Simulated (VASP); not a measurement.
# Si3AsF (Pm-3m) in VASP: single point with PBE

Aim: the single point of Si3AsF with PBE.

All numbers are computed with VASP 6.6.1; they aren't measurements. Logs are shortened: lines on timing, memory, paths and dates and some standing lists are left out, and cuts for length are marked.

## 1. The cell of the first run

Symmetry: Pm-3m, No. 221, cubic system. The conventional cell has a = 4.193 Å, b = 4.193 Å, c = 4.193 Å, α = 90.00°, β = 90.00°, γ = 90.00°. Si (site symmetry 4/mmm) has 2 F at 2.10 Å within 2.8 Å. As (site symmetry m-3m) has 12 Si at 2.96 Å and 8 F at 3.63 Å within 3.9 Å. Within 2.8 Å of F (site symmetry m-3m) lie 6 Si at 2.10 Å.

## 2. Single point, PBE

The input, INCAR:

```
SYSTEM = Si3AsF
ALGO = Normal ; EDIFF = 1E-7
ENCUT = 520 ; GGA = PE
ISIF = 2 ; ISMEAR = 0
LASPH = .True. ; LCHARG = .True.
LELF = .True. ; LREAL = .False.
LVHAR = .True. ; LWAVE = .False.
NBANDS = 20 ; NELM = 100
PREC = Accurate ; SIGMA = 0.1
```

The input, KPOINTS:

```
k-points
0
Gamma
  4 4 4
  0 0 0
```

The input, POSCAR:

```
Si3AsF
1.0
    4.1929889900      0.0000000000      0.0000000000
    0.0000000000      4.1929889900      0.0000000000
    0.0000000000      0.0000000000      4.1929889900
Si As F
3 1 1
Direct
    0.0000000000      0.5000000000      0.5000000000
    0.5000000000      0.0000000000      0.5000000000
    0.5000000000      0.5000000000      0.0000000000
    0.0000000000      0.0000000000      0.0000000000
    0.5000000000      0.5000000000      0.5000000000
```

Potentials or basis: VASP PAW PBE potentials, release 64 (Si, As, F).

The run is started by

```console
$ cat potpaw_PBE.64/Si/POTCAR potpaw_PBE.64/As/POTCAR potpaw_PBE.64/F/POTCAR > POTCAR
$ mpirun -np 1 vasp_std > vasp.out
```

OUTCAR:

```text
SYSTEM = Si3AsF
   EDIFF = 1E-7
   ENCUT = 520
   GGA = PE
   ISIF = 2
   ISMEAR = 0
   LASPH = .True.
   LREAL = .False.
   NELM = 100
   PREC = Accurate

 ion  position               nearest neighbor table
   1  0.000  0.500  0.500-   5 2.10   5 2.10   4 2.96   2 2.96   3 2.96   4 2.96   2 2.96   4 2.96
                             4 2.96   2 2.96   3 2.96   3 2.96   3 2.96   2 2.96
   2  0.500  0.000  0.500-   5 2.10   5 2.10   4 2.96   1 2.96   3 2.96   4 2.96   1 2.96   3 2.96
                             3 2.96   3 2.96   1 2.96   4 2.96   4 2.96   1 2.96
   3  0.500  0.500  0.000-   5 2.10   5 2.10   4 2.96   1 2.96   1 2.96   2 2.96   2 2.96   2 2.96
                             4 2.96   2 2.96   1 2.96   4 2.96   1 2.96   4 2.96
   4  0.000  0.000  0.000-   1 2.96   2 2.96   3 2.96   1 2.96   2 2.96   1 2.96   3 2.96   1 2.96
                             2 2.96   3 2.96   2 2.96   3 2.96
   5  0.500  0.500  0.500-   1 2.10   2 2.10   3 2.10   3 2.10   2 2.10   1 2.10

  LATTYP: Found a simple cubic cell.
 ALAT       =     4.1929889900

  Lattice vectors:

 A1 = (   4.1929889900,   0.0000000000,   0.0000000000)
 A2 = (   0.0000000000,   4.1929889900,   0.0000000000)
 A3 = (   0.0000000000,   0.0000000000,   4.1929889900)

Analysis of symmetry for initial positions (statically):
=====================================================================
 Subroutine PRICEL returns:
 Original cell was already a primitive cell.

 Routine SETGRP: Setting up the symmetry group for a
 simple cubic supercell.

 Subroutine GETGRP returns: Found 48 space group operations
 (whereof 48 operations were pure point group operations)
 out of a pool of 48 trial point group operations.

The static configuration has the point symmetry O_h .

Analysis of symmetry for dynamics (positions and initial velocities):
=====================================================================
 Subroutine PRICEL returns:
 Original cell was already a primitive cell.

 Routine SETGRP: Setting up the symmetry group for a
 simple cubic supercell.

 Subroutine GETGRP returns: Found 48 space group operations
 (whereof 48 operations were pure point group operations)
 out of a pool of 48 trial point group operations.

The dynamic configuration has the point symmetry O_h .

 Subroutine INISYM returns: Found 48 space group operations
 (whereof 48 operations are pure point group operations),
 and found     1 'primitive' translations

----------------------------------------------------------------------------------------

                                     Primitive cell

  volume of cell :      73.7176

  direct lattice vectors                    reciprocal lattice vectors
     4.192988990  0.000000000  0.000000000     0.238493352  0.000000000  0.000000000
     0.000000000  4.192988990  0.000000000     0.000000000  0.238493352  0.000000000
     0.000000000  0.000000000  4.192988990     0.000000000  0.000000000  0.238493352

  length of vectors
     4.192988990  4.192988990  4.192988990     0.238493352  0.238493352  0.238493352

  position of ions in fractional coordinates (direct lattice)
     0.000000000  0.500000000  0.500000000
     0.500000000  0.000000000  0.500000000
     0.500000000  0.500000000  0.000000000
     0.000000000  0.000000000  0.000000000
     0.500000000  0.500000000  0.500000000

  ion indices of the primitive-cell ions
   primitive index   ion index
                 1           1
                 2           2
                 3           3
                 4           4
                 5           5

----------------------------------------------------------------------------------------

 KPOINTS: k-points

Automatic generation of k-mesh.
 Grid dimensions read from file:
 generate k-points for:    4    4    4

 Generating k-lattice:

  Cartesian coordinates                     Fractional coordinates (reciprocal lattice)
     0.059623338  0.000000000  0.000000000     0.250000000  0.000000000  0.000000000
     0.000000000  0.059623338  0.000000000     0.000000000  0.250000000  0.000000000
     0.000000000  0.000000000  0.059623338     0.000000000  0.000000000  0.250000000

  Length of vectors
     0.059623338  0.059623338  0.059623338

  Shift w.r.t. Gamma in fractional coordinates (k-lattice)
     0.000000000  0.000000000  0.000000000

 Subroutine IBZKPT returns following result:
 ===========================================

 Found     10 irreducible k-points:

 Following reciprocal coordinates:
            Coordinates               Weight
  0.000000  0.000000  0.000000      1.000000
  0.250000  0.000000  0.000000      6.000000
  0.500000  0.000000  0.000000      3.000000
  0.250000  0.250000  0.000000     12.000000
  0.500000  0.250000  0.000000     12.000000
  0.500000  0.500000  0.000000      3.000000
  0.250000  0.250000  0.250000      8.000000
  0.500000  0.250000  0.250000     12.000000
  0.500000  0.500000  0.250000      6.000000
  0.500000  0.500000  0.500000      1.000000
   k-points           NKPTS =     10   k-points in BZ     NKDIM =     10   number of bands    NBANDS=     20
   number of dos      NEDOS =    301   number of ions     NIONS =      5
   total plane-waves  NPLWV =  32768
   dimension x,y,z NGX =    32 NGY =   32 NGZ =   32
   dimension x,y,z NGXF=    64 NGYF=   64 NGZF=   64
   ions per type =               3   1   1
   NGX,Y,Z   is equivalent  to a cutoff of  12.69, 12.69, 12.69 a.u.
   NGXF,Y,Z  is equivalent  to a cutoff of  25.38, 25.38, 25.38 a.u.
 SYSTEM =  Si3AsF
   PREC   = accura    normal or accurate (medium, high low for compatibility)
   ISTART =      0    job   : 0-new  1-cont  2-samecut
   ICHARG =      2    charge: 1-file 2-atom 10-const
   ISPIN  =      1    spin polarized calculation?
   LNONCOLLINEAR =      F non collinear calculations
   LSORBIT =      F    spin-orbit coupling
   LASPH  =      T    aspherical Exc in radial PAW
   ENCUT  =  520.0 eV  38.22 Ry    6.18 a.u.   7.80  7.80  7.80*2*pi/ulx,y,z
   NELM   =    100;   NELMIN=  2; NELMDL= -5     # of ELM steps
   EDIFF  = 0.1E-06   stopping-criterion for ELM
   LREAL  =      F    real-space projection
   EDIFFG = 0.1E-05   stopping-criterion for IOM
   NSW    =      0    number of steps for IOM
   IBRION =     -1    ionic relax: 0-MD 1-quasi-New 2-CG
   NFREE  =      0    steps in history (QN), initial steepest desc. (CG)
   ISIF   =      2    stress and relaxation
   ISYM   =      2    0-nonsym 1-usesym 2-fastsym
   POTIM  = 0.5000    time-step for ionic-motion
   TEBEG  =    0.0;   TEEND  =   0.0 temperature during run
   PSTRESS=    0.0 pullay stress
   NELECT =      24.0000    total number of electrons
   NUPDOWN=      -1.0000    fix difference up-down
   EMIN   =  10.00;   EMAX   =-10.00  energy-range for DOS
   EFERMI =   0.00;   METHOD = LEGACY
   ISMEAR =     0;   SIGMA  =   0.10  broadening in eV -4-tet -1-fermi 0-gaus
   EFERMI_NEDOS =   21; number of points for ismear=-14 and -15
   IALGO  =     38    algorithm
   IMIX   =      4    mixing-type and parameters
     AMIX     =   0.40;   BMIX     =  1.00
     AMIX_MAG =   1.60;   BMIX_MAG =  1.00
  volume/ion in A,a.u.               =      14.74        99.49
  Fermi-wavevector in a.u.,A,eV,Ry     =   1.126216  2.128239 17.257106  1.268361
  Thomas-Fermi vector in A             =   2.262896
   LORBIT       =      0    0 simple, 1 ext, 2 COOP (PROOUT), +10 PAW based schemes
   GGA     = PE    functional components
   LHFCALC =     F    Hartree Fock is set to
   AEXX    =    0.0000 exact exchange contribution
   IVDW    =     0    specifies the selected vdW correction
   LEPSILON=     F    determine dielectric tensor
   LRPA    =     F    only Hartree local field effects (RPA)
 non-spin polarized calculation
 Gauss-broadening in eV      SIGMA  =   0.10
  energy-cutoff  :      520.00
  volume of cell :       73.72
 maximum number of plane-waves:      2008
 NGX is ok and might be reduce to    32
   NGX = 15   NGY = 15   NGZ = 15

 number of electron      23.9999988 magnetization

 Free energy of the ion-electron system (eV)
  ---------------------------------------------------
  ext. energy  EPLUGINS =         0.00000000
  ---------------------------------------------------
  free energy    TOTEN  =       -19.50011238 eV

  energy without entropy =      -19.49172212  energy(sigma->0) =      -19.49591725

 E-fermi :   8.4986     XC(G=0): -10.9064

 val. band max:        8.4172895650   @ k =   0.2500   0.2500   0.0000
 cond. band min:       8.6537608100   @ k =   0.2500   0.0000   0.0000
 fundamental gap:      0.2364712450
 Fermi energy:         8.4986461082

 k-point     1 :       0.0000    0.0000    0.0000
  band No.  band energies     occupation
      1     -19.9828      2.00000
      2      -4.8424      2.00000
      3      -2.5164      2.00000
      4      -2.5164      2.00000
      5      -2.5164      2.00000
      6       2.2003      2.00000
[... 12 lines left out ...]
     19      12.4686      0.00000
     20      12.4686      0.00000

 k-point     2 :       0.2500    0.0000    0.0000
  band No.  band energies     occupation
      1     -19.9714      2.00000
      2      -4.7934      2.00000
      3      -2.4916      2.00000
      4      -2.4614      2.00000
      5      -2.4614      2.00000
      6       0.4771      2.00000
[... 12 lines left out ...]
     19      14.6880      0.00000
     20      14.7019      0.00000

 k-point     3 :       0.5000    0.0000    0.0000
  band No.  band energies     occupation
      1     -19.9596      2.00000
      2      -4.7981      2.00000
      3      -2.4047      2.00000
      4      -2.4047      2.00000
      5      -1.8355      2.00000
      6      -1.2533      2.00000
[... 12 lines left out ...]
     19      13.8407      0.00000
     20      14.4459      0.00000

 k-point     4 :       0.2500    0.2500    0.0000
  band No.  band energies     occupation
      1     -19.9600      2.00000
      2      -4.5830      2.00000
      3      -3.1175      2.00000
      4      -2.4147      2.00000
      5      -2.1027      2.00000
      6       0.3829      2.00000
[... 107 lines left out ...]
 k-point     9 :       0.5000    0.5000    0.2500
  band No.  band energies     occupation
      1     -19.9267      2.00000
      2      -3.4757      2.00000
      3      -3.4757      2.00000
      4      -2.9002      2.00000
      5      -2.8290      2.00000
      6       2.1087      2.00000
[... 12 lines left out ...]
     19      13.4895      0.00000
     20      14.2671      0.00000

 k-point    10 :       0.5000    0.5000    0.5000
  band No.  band energies     occupation
      1     -19.9161      2.00000
      2      -3.3169      2.00000
      3      -3.3169      2.00000
      4      -3.3169      2.00000
      5      -2.4850      2.00000
      6       2.0431      2.00000
[... 12 lines left out ...]
     19      14.5338      0.00000
     20      14.5338      0.00000

------------------------ aborting loop because EDIFF is reached ----------------------------------------

  FORCE on cell =-STRESS in cart. coord.  units (eV):
  Direction    XX          YY          ZZ          XY          YZ          ZX
  --------------------------------------------------------------------------------------
  -------------------------------------------------------------------------------------
  Total        7.5123603      7.5123603      7.5123603     -0.0000000      0.0000000     -0.0000000
  in kB      163.2735471    163.2735471    163.2735471     -0.0000000      0.0000000     -0.0000000
  external PRESSURE =     163.2735471 kB  Pullay stress =       0.0000000 kB

 VOLUME and BASIS-vectors are now :
 -----------------------------------------------------------------------------
  energy-cutoff  :      520.00
  volume of cell :       73.72
      direct lattice vectors                 reciprocal lattice vectors
     4.192988990  0.000000000  0.000000000     0.238493352  0.000000000  0.000000000
     0.000000000  4.192988990  0.000000000     0.000000000  0.238493352  0.000000000
     0.000000000  0.000000000  4.192988990     0.000000000  0.000000000  0.238493352

 POSITION                                       TOTAL-FORCE (eV/Angst)
 -----------------------------------------------------------------------------------
      0.00000      2.09649      2.09649         0.000000      0.000000      0.000000
      2.09649      0.00000      2.09649         0.000000      0.000000      0.000000
      2.09649      2.09649      0.00000         0.000000      0.000000      0.000000
      0.00000      0.00000      0.00000         0.000000      0.000000      0.000000
      2.09649      2.09649      2.09649         0.000000      0.000000      0.000000
 -----------------------------------------------------------------------------------
    total drift:                                0.000000      0.000000     -0.000000

  FREE ENERGIE OF THE ION-ELECTRON SYSTEM (eV)
  ---------------------------------------------------
  free  energy   TOTEN  =       -19.5001123830 eV

  energy  without entropy=      -19.4917221218  energy(sigma->0) =      -19.49591725
```

It took 8.8 s on 1 thread of Intel Xeon 6975P-C (Granite Rapids), shared host; peak memory 0.18 GiB.

What came out:

```yaml
Free_energy: -19.5001 eV
Pressure: 16.3 GPa
Band_gap_on_the_k_mesh: zero (band 12 reaches 10.46 eV, above the bottom of band 13 at 7.96 eV)
```

Caveat: the k points lie up to 0.37 Å⁻¹ apart.
